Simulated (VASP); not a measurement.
# HfC (Imm2) in VASP: further runs

The runs below take HfC through single point, with PBE.

Program: VASP 6.6.1. These are calculated values, not measurements. Logs are shortened: lines on timing, memory, paths and dates and some standing lists are left out, and cuts for length are marked.

## (1) The cell of the first run

It takes space group Imm2 (No. 44, orthorhombic). Conventional cell: a = 2.793 Å, b = 4.994 Å, c = 3.695 Å, α = 90.00°, β = 90.00°, γ = 90.00°. Hf (site symmetry mm2) has 2 C at 1.80 Å within 2.4 Å. C (site symmetry mm2) has 2 Hf at 1.80 Å within 2.4 Å.

## (2) Single point, PBE

Input file INCAR:

```
SYSTEM = HfC
PREC = Accurate ; ENCUT = 520
EDIFF = 1E-6 ; ISMEAR = 0
SIGMA = 0.017 ; LREAL = .FALSE.
LASPH = .TRUE. ; NELM = 100
ALGO = Normal ; ISIF = 2
LWAVE = .FALSE. ; LCHARG = .FALSE.
GGA = PE ; NBANDS = 14
```

Input file KPOINTS:

```
regular mesh
0
G
  12 12 12
  0 0 0
```

Input file POSCAR:

```
HfC
1.0
   -1.3966732300      2.4971805100      1.8473367300
    1.3966732300     -2.4971805100      1.8473367300
    1.3966732300      2.4971805100     -1.8473367300
Hf C
1 1
Direct
    0.9847118300      0.9847118300      0.0000000000
    0.6794548300      0.1794548300      0.5000000000
```

Potentials or basis: VASP PAW PBE potentials, release 64 (Hf_pv, C).

Launch:

```bash
$ cat potpaw_PBE.64/Hf_pv/POTCAR potpaw_PBE.64/C/POTCAR > POTCAR
$ mpirun -np 1 vasp_std > vasp.out
```

OUTCAR:

```text
SYSTEM = HfC
   PREC = Accurate
   ENCUT = 520
   EDIFF = 1E-6
   ISMEAR = 0
   LREAL = .FALSE.
   LASPH = .TRUE.
   NELM = 100
   ISIF = 2
   GGA = PE

 ion  position               nearest neighbor table
   1  0.985  0.985  0.000-   2 1.80   2 1.80   2 2.60   2 2.60   2 2.92   2 2.92
   2  0.679  0.179  0.500-   1 1.80   1 1.80   1 2.60   1 2.60   1 2.92   1 2.92

  LATTYP: Found a body centered orthorhombic cell.
 ALAT       =     2.7933464600
 B/A-ratio  =     1.3226692474
 C/A-ratio  =     1.7879490036

  Lattice vectors:

 A1 = (   1.3966732300,  -2.4971805100,  -1.8473367300)
 A2 = (  -1.3966732300,  -2.4971805100,   1.8473367300)
 A3 = (  -1.3966732300,   2.4971805100,  -1.8473367300)

Analysis of symmetry for initial positions (statically):
=====================================================================
 Subroutine PRICEL returns:
 Original cell was already a primitive cell.

 Routine SETGRP: Setting up the symmetry group for a
 body centered orthorhombic supercell.

 Subroutine GETGRP returns: Found  4 space group operations
 (whereof  4 operations were pure point group operations)
 out of a pool of  8 trial point group operations.

The static configuration has the point symmetry C_2v.

Analysis of symmetry for dynamics (positions and initial velocities):
=====================================================================
 Subroutine PRICEL returns:
 Original cell was already a primitive cell.

 Routine SETGRP: Setting up the symmetry group for a
 body centered orthorhombic supercell.

 Subroutine GETGRP returns: Found  4 space group operations
 (whereof  4 operations were pure point group operations)
 out of a pool of  8 trial point group operations.

The dynamic configuration has the point symmetry C_2v.

 Subroutine INISYM returns: Found  4 space group operations
 (whereof  4 operations are pure point group operations),
 and found     1 'primitive' translations

----------------------------------------------------------------------------------------

                                     Primitive cell

  volume of cell :      25.7722

  direct lattice vectors                    reciprocal lattice vectors
    -1.396673230  2.497180510  1.847336730     0.000000000  0.200225814  0.270659914
     1.396673230 -2.497180510  1.847336730     0.357993544  0.000000000  0.270659914
     1.396673230  2.497180510 -1.847336730     0.357993544  0.200225814  0.000000000

  length of vectors
     3.405768578  3.405768578  3.405768578     0.336670708  0.448794125  0.410182587
[... 87 lines left out ...]
   ISIF   =      2    stress and relaxation
   ISYM   =      2    0-nonsym 1-usesym 2-fastsym
   POTIM  = 0.5000    time-step for ionic-motion
   TEBEG  =    0.0;   TEEND  =   0.0 temperature during run
   PSTRESS=    0.0 pullay stress
   NELECT =      14.0000    total number of electrons
   NUPDOWN=      -1.0000    fix difference up-down
   EMIN   =  10.00;   EMAX   =-10.00  energy-range for DOS
   EFERMI =   0.00;   METHOD = LEGACY
   ISMEAR =     0;   SIGMA  =   0.02  broadening in eV -4-tet -1-fermi 0-gaus
   EFERMI_NEDOS =   21; number of points for ismear=-14 and -15
   IALGO  =     38    algorithm
   IMIX   =      4    mixing-type and parameters
     AMIX     =   0.40;   BMIX     =  1.00
     AMIX_MAG =   1.60;   BMIX_MAG =  1.00
  volume/ion in A,a.u.               =      12.89        86.96
  Fermi-wavevector in a.u.,A,eV,Ry     =   1.335777  2.524252 24.276872  1.784300
  Thomas-Fermi vector in A             =   2.464455
   LORBIT       =      0    0 simple, 1 ext, 2 COOP (PROOUT), +10 PAW based schemes
   GGA     = PE    functional components
   LHFCALC =     F    Hartree Fock is set to
   AEXX    =    0.0000 exact exchange contribution
   IVDW    =     0    specifies the selected vdW correction
   LEPSILON=     F    determine dielectric tensor
   LRPA    =     F    only Hartree local field effects (RPA)
 non-spin polarized calculation
 Gauss-broadening in eV      SIGMA  =   0.02
  energy-cutoff  :      520.00
  volume of cell :       25.77
 maximum number of plane-waves:       719
 NGX is ok and might be reduce to    28
   NGX = 13   NGY = 13   NGZ = 13

 number of electron      14.0000001 magnetization

 Free energy of the ion-electron system (eV)
  ---------------------------------------------------
  ext. energy  EPLUGINS =         0.00000000
  ---------------------------------------------------
  free energy    TOTEN  =       -16.62068212 eV

  energy without entropy =      -16.62068212  energy(sigma->0) =      -16.62068212

 E-fermi :   5.9764     XC(G=0): -11.8680

 val. band max:        5.8886356546   @ k =   0.0833   0.4167   0.0833
 cond. band min:       6.2527752458   @ k =   0.1667  -0.4167   0.0833
 fundamental gap:      0.3641395912
 Fermi energy:         5.9763518779

 k-point     1 :       0.0000    0.0000    0.0000
  band No.  band energies     occupation
      1     -23.9668      2.00000
      2     -23.7460      2.00000
      3     -23.4195      2.00000
      4      -5.9935      2.00000
      5       1.6314      2.00000
      6       2.6903      2.00000
      7       4.5476      2.00000
      8       7.8374      0.00000
      9       9.7364      0.00000
     10      10.9283      0.00000
     11      12.2008      0.00000
     12      13.1705      0.00000
     13      15.4471      0.00000
     14      16.3708      0.00000
[... 377 lines left out ...]
      1     -24.2791      2.00000
      2     -23.9142      2.00000
      3     -23.8224      2.00000
      4      -3.4030      2.00000
      5       0.6920      2.00000
      6       2.4404      2.00000
      7       3.6932      2.00000
      8       7.8469      0.00000
      9       9.8941      0.00000
     10      12.0488      0.00000
     11      13.0675      0.00000
     12      14.9111      0.00000
     13      18.0340      0.00000
     14      19.4191      0.00000

 [... further k-points ...]
[... 5 lines left out ...]
  --------------------------------------------------------------------------------------
  -------------------------------------------------------------------------------------
  Total       27.2478035     -3.8449803      9.4179331      0.0000000      0.0000000      0.0000000
  in kB     1693.9136925   -239.0308207    585.4844700      0.0000000      0.0000000      0.0000000
  external PRESSURE =     680.1224473 kB  Pullay stress =       0.0000000 kB

 VOLUME and BASIS-vectors are now :
 -----------------------------------------------------------------------------
  energy-cutoff  :      520.00
  volume of cell :       25.77
      direct lattice vectors                 reciprocal lattice vectors
    -1.396673230  2.497180510  1.847336730     0.000000000  0.200225814  0.270659914
     1.396673230 -2.497180510  1.847336730     0.357993544  0.000000000  0.270659914
     1.396673230  2.497180510 -1.847336730     0.357993544  0.200225814  0.000000000

 POSITION                                       TOTAL-FORCE (eV/Angst)
 -----------------------------------------------------------------------------------
      0.00000      0.00000      3.63819        -0.000000      0.000000     11.755983
      0.00000      2.49718      0.66303         0.000000     -0.000000    -11.755983
 -----------------------------------------------------------------------------------
    total drift:                                0.000000     -0.000000     -0.000125

  FREE ENERGIE OF THE ION-ELECTRON SYSTEM (eV)
  ---------------------------------------------------
  free  energy   TOTEN  =       -16.6206821231 eV

  energy  without entropy=      -16.6206821231  energy(sigma->0) =      -16.62068212
```

Run time: 89 s. Hardware: 1 thread of Intel Xeon Platinum 8375C at 2.90GHz (Ice Lake), shared host; peak memory 0.24 GiB.

Results:

- Free energy: -16.6207 eV
- Pressure: 68.0 GPa
- Largest force: 11.756 eV/Å
- Band gap on the k mesh: 0.36 eV, indirect (least direct gap 0.86 eV)

Forces in eV/Å, atoms in the order of the input:
```
Hf    0.000   0.000  11.756
C     0.000   0.000 -11.756
```

Stress tensor (GPa, compression positive):
```
169.39   0.00   0.00
  0.00 -23.90   0.00
  0.00   0.00  58.55
```

Caveat: spin-orbit coupling is left out, which moves the levels of the heavy elements; forces of over 1 eV/Å act on the atoms, so gaps and moduli don't describe the material at rest. A k mesh can miss the band edges.

## (3) Single point, PBE

Input file INCAR:

```
SYSTEM = HfC
PREC = Accurate
ENCUT = 520
EDIFF = 1E-6
ISMEAR = 0
SIGMA = 0.018000000000000002
LREAL = .False.
LASPH = .True.
NELM = 60
ALGO = Normal
ISIF = 2
LWAVE = .False.
LCHARG = .False.
GGA = PE
NBANDS = 14
```

Input file KPOINTS:

```
regular mesh
0
Gamma
  12 12 12
  0 0 0
```

POSCAR is that of step 2.

Potentials or basis: VASP PAW PBE potentials, release 64 (Hf_pv, C).

Launch:

```bash
$ cat potpaw_PBE.64/Hf_pv/POTCAR potpaw_PBE.64/C/POTCAR > POTCAR
$ mpirun -np 1 vasp_std > vasp.out
```

OUTCAR:

```text
SYSTEM = HfC
   PREC = Accurate
   ENCUT = 520
   EDIFF = 1E-6
   ISMEAR = 0
   LREAL = .False.
   LASPH = .True.
   NELM = 60
   ISIF = 2
   GGA = PE

 ion  position               nearest neighbor table
   1  0.985  0.985  0.000-   2 1.80   2 1.80   2 2.60   2 2.60   2 2.92   2 2.92
   2  0.679  0.179  0.500-   1 1.80   1 1.80   1 2.60   1 2.60   1 2.92   1 2.92

  LATTYP: Found a body centered orthorhombic cell.
 ALAT       =     2.7933464600
 B/A-ratio  =     1.3226692474
 C/A-ratio  =     1.7879490036

  Lattice vectors:

[... 597 lines left out ...]

  FORCE on cell =-STRESS in cart. coord.  units (eV):
  Direction    XX          YY          ZZ          XY          YZ          ZX
  --------------------------------------------------------------------------------------
  -------------------------------------------------------------------------------------
  Total       27.2478035     -3.8449803      9.4179331      0.0000000      0.0000000      0.0000000
  in kB     1693.9136913   -239.0308177    585.4844688      0.0000000      0.0000000      0.0000000
  external PRESSURE =     680.1224475 kB  Pullay stress =       0.0000000 kB

 VOLUME and BASIS-vectors are now :
 -----------------------------------------------------------------------------
  energy-cutoff  :      520.00
  volume of cell :       25.77
      direct lattice vectors                 reciprocal lattice vectors
    -1.396673230  2.497180510  1.847336730     0.000000000  0.200225814  0.270659914
     1.396673230 -2.497180510  1.847336730     0.357993544  0.000000000  0.270659914
     1.396673230  2.497180510 -1.847336730     0.357993544  0.200225814  0.000000000

 POSITION                                       TOTAL-FORCE (eV/Angst)
 -----------------------------------------------------------------------------------
      0.00000      0.00000      3.63819        -0.000000      0.000000     11.755983
      0.00000      2.49718      0.66303         0.000000     -0.000000    -11.755983
 -----------------------------------------------------------------------------------
    total drift:                                0.000000     -0.000000     -0.000125

  FREE ENERGIE OF THE ION-ELECTRON SYSTEM (eV)
  ---------------------------------------------------
  free  energy   TOTEN  =       -16.6206821231 eV

  energy  without entropy=      -16.6206821231  energy(sigma->0) =      -16.62068212
```

OSZICAR:

```text
N       E                     dE             d eps       ncg     rms          rms(c)
DAV:   1     0.350872212845E+02    0.35087E+02   -0.74289E+03  7856   0.952E+02
DAV:   2    -0.192501357700E+02   -0.54337E+02   -0.50417E+02 10238   0.213E+02
DAV:   3    -0.210971666276E+02   -0.18470E+01   -0.18405E+01  9700   0.301E+01
DAV:   4    -0.211068580198E+02   -0.96914E-02   -0.96907E-02  9304   0.266E+00
DAV:   5    -0.211069413894E+02   -0.83370E-04   -0.83369E-04  9690   0.212E-01    0.857E+01
DAV:   6    -0.167015722709E+02    0.44054E+01   -0.13642E+01  7948   0.239E+01    0.470E+01
DAV:   7    -0.166319748122E+02    0.69597E-01   -0.83042E-01  9514   0.660E+00    0.225E+01
DAV:   8    -0.166261067057E+02    0.58681E-02   -0.64520E-02  9940   0.198E+00    0.275E+00
DAV:   9    -0.166208535652E+02    0.52531E-02   -0.17442E-02  9334   0.946E-01    0.175E+00
DAV:  10    -0.166207315068E+02    0.12206E-03   -0.15022E-03  9844   0.260E-01    0.369E-01
DAV:  11    -0.166206813887E+02    0.50118E-04   -0.19617E-04  9118   0.998E-02    0.108E-01
DAV:  12    -0.166206823950E+02   -0.10063E-05   -0.12747E-05 10216   0.285E-02    0.188E-02
DAV:  13    -0.166206821231E+02    0.27189E-06   -0.48882E-07  6062   0.607E-03
   1 F= -.16620682E+02 E0= -.16620682E+02  d E =-.114256E-14
```

Wall time 86 s (1 thread of Intel Xeon Platinum 8375C at 2.90GHz (Ice Lake), shared host); peak memory 0.24 GiB.

Results:

| Property | Result |
| --- | --- |
| Free energy | -16.6207 eV |
| Pressure | 68.0 GPa |
| Largest force | 11.756 eV/Å |
| Band gap on the k mesh | 0.36 eV, indirect (least direct gap 0.86 eV) |

Forces on the atoms (eV/Å):
```
Hf    0.000   0.000  11.756
C     0.000   0.000 -11.756
```

Stress tensor (GPa, compression positive):
```
169.39   0.00   0.00
  0.00 -23.90   0.00
  0.00   0.00  58.55
```

Caveat: spin-orbit coupling is left out, which moves the levels of the heavy elements; forces of over 1 eV/Å act on the atoms, so gaps and moduli don't describe the material at rest. A k mesh can miss the band edges.

## (4) Single point, PBE

Input file INCAR:

```
  ALGO = Normal
  EDIFF = 1E-6
  ENCUT = 520
  GGA = PE
  ISIF = 2
  ISMEAR = 0
  LASPH = T
  LCHARG = T
  LELF = T
  LREAL = F
  LVHAR = T
  LWAVE = F
  NBANDS = 14
  NELM = 60
  PREC = Accurate
  SIGMA = 0.02
```

Input file KPOINTS:

```
k-points
0
Gamma
  12 12 12
```

POSCAR is that of step 3.

Potentials or basis: VASP PAW PBE potentials, release 64 (Hf_pv, C).

Launch:

```bash
$ cat potpaw_PBE.64/Hf_pv/POTCAR potpaw_PBE.64/C/POTCAR > POTCAR
$ mpirun -np 1 vasp_std > vasp.out
```

OUTCAR:

```text
EDIFF = 1E-6
   ENCUT = 520
   GGA = PE
   ISIF = 2
   ISMEAR = 0
   LASPH = T
   LREAL = F
   NELM = 60
   PREC = Accurate

 ion  position               nearest neighbor table
   1  0.985  0.985  0.000-   2 1.80   2 1.80   2 2.60   2 2.60   2 2.92   2 2.92
   2  0.679  0.179  0.500-   1 1.80   1 1.80   1 2.60   1 2.60   1 2.92   1 2.92

  LATTYP: Found a body centered orthorhombic cell.
 ALAT       =     2.7933464600
 B/A-ratio  =     1.3226692474
 C/A-ratio  =     1.7879490036

  Lattice vectors:

 A1 = (   1.3966732300,  -2.4971805100,  -1.8473367300)
[... 587 lines left out ...]
     10      12.0488      0.00000
     11      13.0675      0.00000
     12      14.9111      0.00000
     13      18.0340      0.00000
     14      19.4191      0.00000

 [... further k-points ...]
[... 5 lines left out ...]
  --------------------------------------------------------------------------------------
  -------------------------------------------------------------------------------------
  Total       27.2478035     -3.8449803      9.4179330      0.0000000      0.0000000      0.0000000
  in kB     1693.9136951   -239.0308182    585.4844653      0.0000000      0.0000000      0.0000000
  external PRESSURE =     680.1224474 kB  Pullay stress =       0.0000000 kB

 VOLUME and BASIS-vectors are now :
 -----------------------------------------------------------------------------
  energy-cutoff  :      520.00
  volume of cell :       25.77
      direct lattice vectors                 reciprocal lattice vectors
    -1.396673230  2.497180510  1.847336730     0.000000000  0.200225814  0.270659914
     1.396673230 -2.497180510  1.847336730     0.357993544  0.000000000  0.270659914
     1.396673230  2.497180510 -1.847336730     0.357993544  0.200225814  0.000000000

 POSITION                                       TOTAL-FORCE (eV/Angst)
 -----------------------------------------------------------------------------------
      0.00000      0.00000      3.63819         0.000000     -0.000000     11.755983
      0.00000      2.49718      0.66303        -0.000000      0.000000    -11.755983
 -----------------------------------------------------------------------------------
    total drift:                                0.000000     -0.000000     -0.000125

  FREE ENERGIE OF THE ION-ELECTRON SYSTEM (eV)
  ---------------------------------------------------
  free  energy   TOTEN  =       -16.6206821232 eV

  energy  without entropy=      -16.6206821232  energy(sigma->0) =      -16.62068212
```

stdout:

```text
POSCAR found type information on POSCAR HfC
 POSCAR found :  2 types and       2 ions
 scaLAPACK will be used
 LDA part: xc-table for (Slater+PW92), standard interpolation
 POSCAR, INCAR and KPOINTS ok, starting setup
 FFT: planning ... GRIDC
 FFT: planning ... GRID_SOFT
 FFT: planning ... GRID
 WAVECAR not read
 entering main loop
```

Wall time 1.7 min (1 thread of Intel Xeon Platinum 8375C at 2.90GHz (Ice Lake), shared host); peak memory 0.24 GiB.

Results:

```yaml
Free_energy: -16.6207 eV
Pressure: 68.0 GPa
Largest_force: 11.756 eV/Å
Band_gap_on_the_k_mesh: 0.36 eV, indirect (least direct gap 0.86 eV)
```

Forces in eV/Å, atoms in the order of the input:
```
Hf    0.000   0.000  11.756
C     0.000   0.000 -11.756
```

Caveat: spin-orbit coupling is left out, which moves the levels of the heavy elements; forces of over 1 eV/Å act on the atoms, so gaps and moduli don't describe the material at rest. A k mesh can miss the band edges.

## (5) Summary

```csv
smearing,gap on the mesh (eV),pressure (GPa),largest force (eV/Å)
gaussian 0.017 eV,0.36,68.0,11.76
gaussian 0.018 eV,0.36,68.0,11.76
gaussian 0.02 eV,0.36,68.0,11.76
```

Alike in all rows: task single point; level PBE; potentials or basis VASP PAW PBE potentials, release 64 (Hf_pv, C); no spin polarisation; cell as given; k mesh 12 × 12 × 12; cutoff (eV) 520.

On the cell as given the gap runs from 0.36 eV (PBE) to 0.36 eV (PBE).

Caveats: spin-orbit coupling is left out, which moves the levels of the heavy elements; forces of over 1 eV/Å act on the atoms, so gaps and moduli don't describe the material at rest.

Total energies depend on the potentials used, so only differences within one code and one set of settings carry meaning.
